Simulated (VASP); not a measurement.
Here is a VASP 6.6.1 calculation.

The input INCAR:

```
SYSTEM = Ga
PREC = Accurate
ENCUT = 520
EDIFF = 1E-6
ISMEAR = -1
SIGMA = 0.05
LREAL = .FALSE.
LASPH = .TRUE.
NELM = 150
ALGO = Normal
ISIF = 2
LWAVE = .FALSE.
LCHARG = .TRUE.
MAGMOM = 0 0 0 0 0 0 0 0 0 0 0 0
LORBIT = 11
LSORBIT = .TRUE.
GGA_COMPAT = .FALSE.
LORBMOM = .TRUE.
GGA = PS
LVHAR = .TRUE.
NBANDS = 66
KPAR = 4
```

The input KPOINTS:

```
regular mesh
0
G
  7 7 6
  0 0 0
```

File POSCAR:

```
Ga
1.0
    2.2615000000     -3.8305000000      0.0000000000
    2.2615000000      3.8305000000      0.0000000000
    0.0000000000      0.0000000000      4.5240000000
Ga
4
Direct
    0.3451000000      0.6549000000      0.4190000000
    0.1549000000      0.8451000000      0.9190000000
    0.6549000000      0.3451000000      0.5810000000
    0.8451000000      0.1549000000      0.0810000000
```

Potentials or basis: VASP PAW PBE potentials, release 64 (Ga_d).

Run with:

```console
$ cat potpaw_PBE.64/Ga_d/POTCAR > POTCAR
$ mpirun -np 4 vasp_ncl > vasp.out
```

(1) What does it give for the largest force?

(2) Predict the pressure.

(3) What does it give for the net moment?

Results:

(1) 0.119 eV/Å.

(2) -1.4 GPa.

(3) 0.00 μB per cell.

Caveat: the PAW data sets were made with another functional, which shifts forces and pressure a little.
